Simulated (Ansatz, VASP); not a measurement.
## Two plane-wave programs on SiW6

```
W Si
1.0
     4.46825    0.00000    0.00000
    -2.23413    3.86962    0.00000
     0.00000    0.00000   21.72591
W Si
6 1
Direct
  0.66667 0.33333 0.18411
  0.33333 0.66667 0.22609
  0.00000 0.00000 0.26807
  0.66667 0.33333 0.30709
  0.33333 0.66667 0.34670
  0.00000 0.00000 0.38322
  0.44444 0.88889 0.49829
```

Alike in both runs: task single point; functional PBE; dispersion D3(BJ); k mesh 6 × 6 × 1; occupations gaussian, width 0.1 eV; no spin polarisation.

|  | VASP | Ansatz |
| --- | --- | --- |
| version | VASP 6.6.1 | Ansatz 0.2.0 |
| potentials or method | VASP PAW PBE potentials, release 64 (W_sv, Si), cutoff 520 eV | scalar-relativistic, plane waves, PAW |
| valence electrons in the cell | 88 | 88 |

|  | VASP | Ansatz | Ansatz less VASP |
| --- | --- | --- | --- |
| gap on the k mesh at the Fermi level (eV) | none | none | - |
| rms of the force components (eV/Å) | 0.897 | 0.889 | -0.0087 |

Atom by atom the forces differ by 0.022 eV/Å (rms over components). A gap of «none» marks a metal or a gap that the smearing closes. Ansatz's warnings: dispersion switch in reach.

Neither program's run includes spin-orbit coupling.
